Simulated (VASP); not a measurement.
Set up this calculation in VASP 6.6.1, as the native input.

```yaml
Task: single point
Functional: PBE
Potentials_or_basis: VASP PAW PBE potentials, release 64 (Gd, Re)
Cutoff: 520 eV
k_mesh: 10 × 10 × 10
Occupations: gaussian, width 0.05 eV
Spin: collinear spin, ferromagnetic start
Starting_moments: "[7.63, 0.0] μB"
Dipole_correction: no
Further_INCAR_settings: ALGO = Normal; EDIFF = 1e-06; NBANDS = 24
```

The structure of GdRe lies in POSCAR:

```
GdRe
1.0
    3.5715908645      0.0000000000      0.0000000000
    0.0000000000      3.5715908645      0.0000000000
    0.0000000000      0.0000000000      3.5715908645
Gd Re
1 1
Direct
    0.0000000000      0.0000000000      0.0000000000
    0.5000000000      0.5000000000      0.5000000000
```

These files were run (other wordings do the same):

INCAR

```
SYSTEM = GdRe
ALGO = Normal
EDIFF = 1E-6
ENCUT = 520
GGA = PE
ISIF = 2
ISMEAR = 0
ISPIN = 2
LASPH = .True.
LCHARG = .False.
LMAXMIX = 6
LORBIT = 11
LREAL = .False.
LWAVE = .False.
MAGMOM = 7.63 0
NBANDS = 24
NELM = 150
PREC = Accurate
SIGMA = 0.05
```

KPOINTS

```
k-points
0
Gamma
  10 10 10
  0 0 0
```

Potentials or basis: VASP PAW PBE potentials, release 64 (Gd, Re).

Command:

```sh
$ cat potpaw_PBE.64/Gd/POTCAR potpaw_PBE.64/Re/POTCAR > POTCAR
$ mpirun -np 1 vasp_std > vasp.out
```

It gave:

* Pressure: -8.5 GPa
* Net moment: 5.96 μB per cell
* Site moments: Gd +6.78; Re -1.01 μB
* Valence electrons inside the program's atomic spheres: Gd 15.27; Re 5.59

Caveat: the cell stands under tension.

It took 120 s on 1 thread of AMD EPYC 9R45 96-Core Processor (Zen 5), on a shared host, peak memory 0.23 GiB.
